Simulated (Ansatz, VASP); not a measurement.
Na3H: VASP beside Ansatz

INCAR

```
PREC     = Accurate       # precision mode
ENCUT    = 970            # plane-wave cutoff, eV
EDIFF    = 1E-7           # SCF threshold, eV
ISMEAR   = 0              # smearing method
SIGMA    = 0.1            # smearing width, eV
LREAL    = False          # projectors in reciprocal space
LASPH    = True           # aspherical terms in the spheres
NELM     = 120            # most SCF steps
ALGO     = Normal         # electronic algorithm
ISIF     = 3              # what is computed and relaxed
LWAVE    = False          # write WAVECAR
LCHARG   = False          # write CHGCAR
GGA      = PE             # functional
IBRION   = 2              # ionic algorithm
NSW      = 90             # ionic steps
EDIFFG   = -0.04          # ionic threshold
GGA_COMPAT= False        
NELMIN   = 4
```

KPOINTS

```
Automatic mesh
0
Gamma
  6 6 4
```

POSCAR

```
Na3H
1.0
    4.3916586300      0.0000000000      0.0000000000
   -2.1958293200      3.8032879400      0.0000000000
    0.0000000000      0.0000000000      4.0855780300
Na H
3 1
Direct
    0.5000000000      0.0000000000      0.0000000000
    0.0000000000      0.5000000000      0.0000000000
    0.5000000000      0.5000000000      0.0000000000
    0.0000000000      0.0000000000      0.0000000000
```

Input for Ansatz:

```yaml
crystal:
  lattice:
    - [4.39165863, 0.0, 0.0]
    - [-2.19582932, 3.80328794, 0.0]
    - [0.0, 0.0, 4.08557803]
  atoms:
    - { symbol: Na, position: [0.5, 0.0, 0.0] }
    - { symbol: Na, position: [0.0, 0.5, 0.0] }
    - { symbol: Na, position: [0.5, 0.5, 0.0] }
    - { symbol: H, position: [0.0, 0.0, 0.0] }
basis:
  ecutwfc: 420
kpoints:
  mp_grid: { grid: [6, 6, 4] }
hamiltonian:
  xc: pbe
scf:
  occupations: { method: gaussian, width: 0.1 }
  lower_state_search: "off"
output:
  forces: true
  stress: true
  eigenvalues: true
relax:
  adjacent_minimum: "off"
  f_tol: 0.04
  max_steps: 70
  cell: { stress_tol: 0.4 }
```

Alike in both runs: task relaxation of cell and atoms; functional PBE; k mesh 6 × 6 × 4; occupations gaussian, width 0.1 eV; no spin polarisation.

```csv
,VASP,Ansatz
version,VASP 6.6.1,Ansatz 0.2.0
potentials or method,"VASP PAW PBE potentials, release 64 (Na_sv, H), cutoff 970 eV","scalar-relativistic, plane waves, PAW"
valence electrons in the cell,28,28
```

Ansatz gave:

```
gap on the k mesh at the Fermi level, each at its own relaxed structure (eV) : none
relaxed volume (Å³/atom)                                                     : 28.66
relaxed cell length with the largest relative difference (Å)                 : 6.191
```

Task: What did VASP give for the same quantities?

Result: gap on the k mesh at the Fermi level, each at its own relaxed structure (eV): none; relaxed volume (Å³/atom): 23.14; relaxed cell length with the largest relative difference (Å): 5.573.

A gap of «none» marks a metal or a gap that the smearing closes. One of these differences is far larger than is usual between the two programs; its cause wasn't traced.

The k mesh is coarse, so the values compare programs but aren't converged. Noted on VASP's run: the volume moved by over 15 % at a fixed basis, so the end points are rough.
